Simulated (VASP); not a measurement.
# SiC (Moissanite 3C) (F-43m) in VASP: single point with PBE

Aim: the single point of SiC (Moissanite 3C) with PBE.

All numbers are computed with VASP 6.6.1; they aren't measurements. Logs are shortened: lines on timing, memory, paths and dates and some standing lists are left out, and cuts for length are marked.

## (1) The cell of the first run

The structure is cubic, space group F-43m (No. 216). Conventional cell: a = 4.358 Å, b = 4.358 Å, c = 4.358 Å, α = 90.00°, β = 90.00°, γ = 90.00°. Si (site symmetry -43m) has 4 C at 1.89 Å within 2.5 Å. C (site symmetry -43m) has 4 Si at 1.89 Å within 2.5 Å.

## (2) Single point, PBE

INCAR reads:

```
SYSTEM = SiC
ALGO = Normal ; EDIFF = 1E-6
ENCUT = 600 ; GGA = PE
GGA_COMPAT = .False. ; ISIF = 2
ISMEAR = 0 ; LASPH = .True.
LCHARG = .True. ; LELF = .True.
LREAL = .False. ; LVHAR = .True.
LWAVE = .False. ; NBANDS = 11
NELM = 120 ; PREC = Accurate
SIGMA = 0.01
```

KPOINTS reads:

```
k-points
0
Gamma
  8 8 8
  0 0 0
```

POSCAR reads:

```
SiC
1.0
    0.0000000000      2.1790000000      2.1790000000
    2.1790000000      0.0000000000      2.1790000000
    2.1790000000      2.1790000000      0.0000000000
Si C
1 1
Direct
    0.0000000000      0.0000000000      0.0000000000
    0.2500000000      0.2500000000      0.2500000000
```

Potentials or basis: VASP PAW PBE potentials, release 64 (Si, C).

Command:

```bash
$ cat potpaw_PBE.64/Si/POTCAR potpaw_PBE.64/C/POTCAR > POTCAR
$ mpirun -np 1 vasp_std > vasp.out
```

OUTCAR:

```text
SYSTEM = SiC
   EDIFF = 1E-6
   ENCUT = 600
   GGA = PE
   ISIF = 2
   ISMEAR = 0
   LASPH = .True.
   LREAL = .False.
   NELM = 120
   PREC = Accurate

 ion  position               nearest neighbor table
   1  0.000  0.000  0.000-   2 1.89   2 1.89   2 1.89   2 1.89
   2  0.250  0.250  0.250-   1 1.89   1 1.89   1 1.89   1 1.89

  LATTYP: Found a face centered cubic cell.
 ALAT       =     4.3580000000

  Lattice vectors:

 A1 = (   0.0000000000,   2.1790000000,   2.1790000000)
 A2 = (   2.1790000000,   0.0000000000,   2.1790000000)
 A3 = (   2.1790000000,   2.1790000000,   0.0000000000)

Analysis of symmetry for initial positions (statically):
=====================================================================
 Subroutine PRICEL returns:
 Original cell was already a primitive cell.

 Routine SETGRP: Setting up the symmetry group for a
 face centered cubic supercell.

 Subroutine GETGRP returns: Found 24 space group operations
 (whereof 24 operations were pure point group operations)
 out of a pool of 48 trial point group operations.

The static configuration has the point symmetry T_d .

Analysis of symmetry for dynamics (positions and initial velocities):
=====================================================================
 Subroutine PRICEL returns:
 Original cell was already a primitive cell.

 Routine SETGRP: Setting up the symmetry group for a
 face centered cubic supercell.

 Subroutine GETGRP returns: Found 24 space group operations
 (whereof 24 operations were pure point group operations)
 out of a pool of 48 trial point group operations.

The dynamic configuration has the point symmetry T_d .

 Subroutine INISYM returns: Found 24 space group operations
 (whereof 24 operations are pure point group operations),
 and found     1 'primitive' translations

----------------------------------------------------------------------------------------

                                     Primitive cell

  volume of cell :      20.6920

  direct lattice vectors                    reciprocal lattice vectors
     0.000000000  2.179000000  2.179000000    -0.229463056  0.229463056  0.229463056
     2.179000000  0.000000000  2.179000000     0.229463056 -0.229463056  0.229463056
     2.179000000  2.179000000  0.000000000     0.229463056  0.229463056 -0.229463056

  length of vectors
     3.081571352  3.081571352  3.081571352     0.397441672  0.397441672  0.397441672

  position of ions in fractional coordinates (direct lattice)
     0.000000000  0.000000000  0.000000000
     0.250000000  0.250000000  0.250000000

  ion indices of the primitive-cell ions
   primitive index   ion index
                 1           1
                 2           2

----------------------------------------------------------------------------------------

 KPOINTS: k-points

Automatic generation of k-mesh.
 Grid dimensions read from file:
 generate k-points for:    8    8    8

 Generating k-lattice:

  Cartesian coordinates                     Fractional coordinates (reciprocal lattice)
    -0.028682882  0.028682882  0.028682882     0.125000000  0.000000000  0.000000000
     0.028682882 -0.028682882  0.028682882     0.000000000  0.125000000  0.000000000
     0.028682882  0.028682882 -0.028682882     0.000000000  0.000000000  0.125000000

  Length of vectors
     0.049680209  0.049680209  0.049680209

  Shift w.r.t. Gamma in fractional coordinates (k-lattice)
     0.000000000  0.000000000  0.000000000

 Subroutine IBZKPT returns following result:
 ===========================================

 Found     29 irreducible k-points:

 Following reciprocal coordinates:
            Coordinates               Weight
  0.000000  0.000000  0.000000      1.000000
  0.125000  0.000000  0.000000      8.000000
  0.250000  0.000000  0.000000      8.000000
  0.375000  0.000000  0.000000      8.000000
  0.500000  0.000000  0.000000      4.000000
  0.125000  0.125000  0.000000      6.000000
[... 16 lines left out ...]
  0.500000  0.250000  0.125000     48.000000
 -0.375000  0.250000  0.125000     24.000000
 [... further k-points ...]
   k-points           NKPTS =     29   k-points in BZ     NKDIM =     29   number of bands    NBANDS=     11
   number of dos      NEDOS =    301   number of ions     NIONS =      2
   total plane-waves  NPLWV =  21952
   dimension x,y,z NGX =    28 NGY =   28 NGZ =   28
   dimension x,y,z NGXF=    56 NGYF=   56 NGZF=   56
   ions per type =               1   1
   NGX,Y,Z   is equivalent  to a cutoff of  15.11, 15.11, 15.11 a.u.
   NGXF,Y,Z  is equivalent  to a cutoff of  30.21, 30.21, 30.21 a.u.
 SYSTEM =  SiC
   PREC   = accura    normal or accurate (medium, high low for compatibility)
   ISTART =      0    job   : 0-new  1-cont  2-samecut
   ICHARG =      2    charge: 1-file 2-atom 10-const
   ISPIN  =      1    spin polarized calculation?
   LNONCOLLINEAR =      F non collinear calculations
   LSORBIT =      F    spin-orbit coupling
   LASPH  =      T    aspherical Exc in radial PAW
   ENCUT  =  600.0 eV  44.10 Ry    6.64 a.u.   6.15  6.15  6.15*2*pi/ulx,y,z
   NELM   =    120;   NELMIN=  2; NELMDL= -5     # of ELM steps
   EDIFF  = 0.1E-05   stopping-criterion for ELM
   LREAL  =      F    real-space projection
   EDIFFG = 0.1E-04   stopping-criterion for IOM
   NSW    =      0    number of steps for IOM
   IBRION =     -1    ionic relax: 0-MD 1-quasi-New 2-CG
   NFREE  =      0    steps in history (QN), initial steepest desc. (CG)
   ISIF   =      2    stress and relaxation
   ISYM   =      2    0-nonsym 1-usesym 2-fastsym
   POTIM  = 0.5000    time-step for ionic-motion
   TEBEG  =    0.0;   TEEND  =   0.0 temperature during run
   PSTRESS=    0.0 pullay stress
   NELECT =       8.0000    total number of electrons
   NUPDOWN=      -1.0000    fix difference up-down
   EMIN   =  10.00;   EMAX   =-10.00  energy-range for DOS
   EFERMI =   0.00;   METHOD = LEGACY
   ISMEAR =     0;   SIGMA  =   0.01  broadening in eV -4-tet -1-fermi 0-gaus
   EFERMI_NEDOS =   21; number of points for ismear=-14 and -15
   IALGO  =     38    algorithm
   IMIX   =      4    mixing-type and parameters
     AMIX     =   0.40;   BMIX     =  1.00
     AMIX_MAG =   1.60;   BMIX_MAG =  1.00
  volume/ion in A,a.u.               =      10.35        69.82
  Fermi-wavevector in a.u.,A,eV,Ry     =   1.192626  2.253736 19.352338  1.422357
  Thomas-Fermi vector in A             =   2.328660
   LORBIT       =      0    0 simple, 1 ext, 2 COOP (PROOUT), +10 PAW based schemes
   GGA     = PE    functional components
   LHFCALC =     F    Hartree Fock is set to
   AEXX    =    0.0000 exact exchange contribution
   IVDW    =     0    specifies the selected vdW correction
   LEPSILON=     F    determine dielectric tensor
   LRPA    =     F    only Hartree local field effects (RPA)
 non-spin polarized calculation
 Gauss-broadening in eV      SIGMA  =   0.01
  energy-cutoff  :      600.00
  volume of cell :       20.69
 maximum number of plane-waves:       701
 NGX is ok and might be reduce to    28
   NGX = 13   NGY = 13   NGZ = 13

 number of electron       8.0000000 magnetization

 Free energy of the ion-electron system (eV)
  ---------------------------------------------------
  ext. energy  EPLUGINS =         0.00000000
  ---------------------------------------------------
  free energy    TOTEN  =       -15.05806667 eV

  energy without entropy =      -15.05806667  energy(sigma->0) =      -15.05806667

 E-fermi :   8.1512     XC(G=0): -11.3559

 val. band max:        8.1072456162   @ k =   0.0000   0.0000   0.0000
 cond. band min:       9.4637677077   @ k =   0.5000   0.5000   0.0000
 fundamental gap:      1.3565220914
 Fermi energy:         8.1512258369

 k-point     1 :       0.0000    0.0000    0.0000
  band No.  band energies     occupation
      1      -7.2963      2.00000
      2       8.1072      2.00000
      3       8.1072      2.00000
      4       8.1072      2.00000
      5      14.3405      0.00000
      6      15.4145      0.00000
      7      15.4145      0.00000
      8      15.4145      0.00000
      9      22.6138      0.00000
     10      22.6138      0.00000
     11      24.5875      0.00000

 k-point     2 :       0.1250    0.0000    0.0000
  band No.  band energies     occupation
      1      -6.9916      2.00000
      2       6.6236      2.00000
      3       7.9064      2.00000
      4       7.9064      2.00000
      5      14.5797      0.00000
      6      15.7660      0.00000
      7      15.7660      0.00000
      8      15.9406      0.00000
      9      21.3949      0.00000
     10      21.3949      0.00000
     11      24.1664      0.00000

 k-point     3 :       0.2500    0.0000    0.0000
  band No.  band energies     occupation
      1      -6.1008      2.00000
      2       3.8158      2.00000
      3       7.5016      2.00000
      4       7.5016      2.00000
      5      14.0967      0.00000
      6      16.0157      0.00000
      7      16.0157      0.00000
      8      17.4597      0.00000
      9      21.2253      0.00000
     10      21.2253      0.00000
     11      23.2484      0.00000

 k-point     4 :       0.3750    0.0000    0.0000
  band No.  band energies     occupation
      1      -4.7465      2.00000
      2       1.0780      2.00000
      3       7.1745      2.00000
      4       7.1745      2.00000
      5      13.6833      0.00000
      6      15.5880      0.00000
      7      15.5880      0.00000
      8      18.1285      0.00000
      9      23.2159      0.00000
     10      23.2159      0.00000
     11      23.6422      0.00000
[... 239 lines left out ...]
 k-point    22 :       0.3750    0.2500    0.1250
  band No.  band energies     occupation
      1      -5.3265      2.00000
      2       3.6233      2.00000
      3       5.2503      2.00000
      4       6.8342      2.00000
      5      13.4734      0.00000
      6      15.7354      0.00000
      7      16.5760      0.00000
      8      18.1771      0.00000
      9      20.3484      0.00000
     10      24.1075      0.00000
     11      27.5299      0.00000

 k-point    23 :       0.5000    0.2500    0.1250
  band No.  band energies     occupation
      1      -4.0258      2.00000
      2       1.5954      2.00000
      3       4.5116      2.00000
      4       6.1858      2.00000
      5      13.4126      0.00000
      6      15.7008      0.00000
      7      17.3065      0.00000
      8      18.5582      0.00000
      9      21.4922      0.00000
     10      24.6042      0.00000
     11      27.4408      0.00000

 k-point    24 :      -0.3750    0.2500    0.1250
  band No.  band energies     occupation
      1      -3.0815      2.00000
      2       0.2809      2.00000
      3       4.3998      2.00000
      4       5.8497      2.00000
      5      13.3553      0.00000
      6      15.3831      0.00000
      7      18.2561      0.00000
      8      19.1076      0.00000
      9      21.5306      0.00000
     10      24.3299      0.00000
     11      27.4340      0.00000

 [... further k-points ...]

------------------------ aborting loop because EDIFF is reached ----------------------------------------

  FORCE on cell =-STRESS in cart. coord.  units (eV):
  Direction    XX          YY          ZZ          XY          YZ          ZX
  --------------------------------------------------------------------------------------
  -------------------------------------------------------------------------------------
  Total        0.3978619      0.3978619      0.3978619      0.0000000     -0.0000000      0.0000000
  in kB       30.8064180     30.8064180     30.8064180      0.0000000     -0.0000000      0.0000000
  external PRESSURE =      30.8064180 kB  Pullay stress =       0.0000000 kB

 VOLUME and BASIS-vectors are now :
 -----------------------------------------------------------------------------
  energy-cutoff  :      600.00
  volume of cell :       20.69
      direct lattice vectors                 reciprocal lattice vectors
     0.000000000  2.179000000  2.179000000    -0.229463056  0.229463056  0.229463056
     2.179000000  0.000000000  2.179000000     0.229463056 -0.229463056  0.229463056
     2.179000000  2.179000000  0.000000000     0.229463056  0.229463056 -0.229463056

 POSITION                                       TOTAL-FORCE (eV/Angst)
 -----------------------------------------------------------------------------------
      0.00000      0.00000      0.00000        -0.000000      0.000000     -0.000000
      1.08950      1.08950      1.08950         0.000000     -0.000000      0.000000
 -----------------------------------------------------------------------------------
    total drift:                               -0.000000     -0.000000     -0.000000

  FREE ENERGIE OF THE ION-ELECTRON SYSTEM (eV)
  ---------------------------------------------------
  free  energy   TOTEN  =       -15.0580666676 eV

  energy  without entropy=      -15.0580666676  energy(sigma->0) =      -15.05806667
```

It took 16 s on 1 thread of Intel Xeon 8259CL, shared host; peak memory 0.15 GiB.

Results:

```yaml
Free_energy: -15.0581 eV
Pressure: 3.1 GPa
Band_gap_on_the_k_mesh: 1.36 eV, indirect (least direct gap 4.54 eV)
```
